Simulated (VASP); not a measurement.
Wanted: the native input for a VASP 6.6.1 run.

- Task: single point
- Functional: PBE
- Potentials or basis: VASP PAW PBE potentials, release 64 (Co, O)
- Cutoff: 520 eV
- k mesh: 12 × 12 × 12
- Occupations: gaussian, width 0.02 eV
- Spin: collinear spin, ferromagnetic start
- Starting moments: [3.0, 1.0] μB
- Hubbard terms: Co d U = 3.32 eV
- Dipole correction: no
- Further INCAR settings: ALGO = Normal; EDIFF = 1e-06; NBANDS = 18

The structure of CoO lies in POSCAR:

```
CoO
1.0
    1.5054695445      0.8691832468      2.4399269062
   -1.5054695445      0.8691832468      2.4399269062
    0.0000000000     -1.7383664936      2.4399269062
Co O
1 1
Direct
    0.0000000000      0.0000000000      0.0000000000
    0.5000000000      0.5000000000      0.5000000000
```

These files were run (other wordings do the same):

INCAR

```
PREC = Accurate ; ENCUT = 520
EDIFF = 1E-6 ; ISMEAR = 0
SIGMA = 0.02 ; LREAL = F
LASPH = T ; NELM = 150
ALGO = Normal ; ISIF = 2
LWAVE = F ; LCHARG = F
ISPIN = 2 ; MAGMOM = 3 1
LORBIT = 11 ; LMAXMIX = 4
LDAU = T ; LDAUTYPE = 2
LDAUL = 2 -1 ; LDAUU = 3.32 0
LDAUJ = 0 0 ; LDAUPRINT = 1
GGA = PE ; NBANDS = 18
```

KPOINTS

```
regular mesh
0
Gamma
  12 12 12
```

Potentials or basis: VASP PAW PBE potentials, release 64 (Co, O).

Run with:

```sh
$ cat potpaw_PBE.64/Co/POTCAR potpaw_PBE.64/O/POTCAR > POTCAR
$ mpirun -np 1 vasp_std > vasp.out
```

Results of the run:

| Item | Value |
| --- | --- |
| Pressure | 1.8 GPa |
| Band gap on the k mesh | zero (filled and empty bands overlap) |
| Net moment | 3.00 μB per cell |
| Site moments | Co +2.73; O +0.25 μB |
| Valence electrons inside the program's atomic spheres | Co 7.82; O 5.01 |

Caveat: a cell with one magnetic atom can't hold antiferromagnetic order, which such compounds often take.

It took 5.2 min on 1 thread of Intel Xeon 8259CL (shared host), peak memory 0.23 GiB.
